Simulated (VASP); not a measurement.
**BeS: phonons with r2SCAN**

BeS:

```
Be S
1.0
     2.40354    2.40354    0.00000
    -2.40354    2.40354    0.00000
     0.00000    2.40354    2.40354
Be S
1 1
Cartesian
  0.0000 0.0000 0.0000
  1.2018 3.6053 1.2018
```

- Program: VASP 6.6.1
- Task: phonons
- Functional: r2SCAN
- Potentials or basis: VASP PAW PBE potentials, release 64 (Be, S)
- Cutoff: 520 eV
- k mesh: 8 × 8 × 8
- Occupations: gaussian, width 0.01 eV
- Spin: no spin polarisation
- Dipole correction: no
- Further INCAR settings: ALGO = Normal; EDIFF = 1e-08; IBRION = 6; POTIM = 0.015; NSW = 1

```json
{
  "Highest phonon frequency at Γ, LO-TO splitting left out": "589 cm⁻¹"
}
```

Phonon frequencies in cm⁻¹ (negative: imaginary):
```
              q point        frequencies
(0.000, 0.000, 0.000)  0 0 0 589 589 589
```

Wall time 10 min on 1 thread of Intel Xeon 8259CL, on a shared host, peak memory 0.19 GiB.

Caveat: the cell stands under pressure or tension, which shifts response properties.
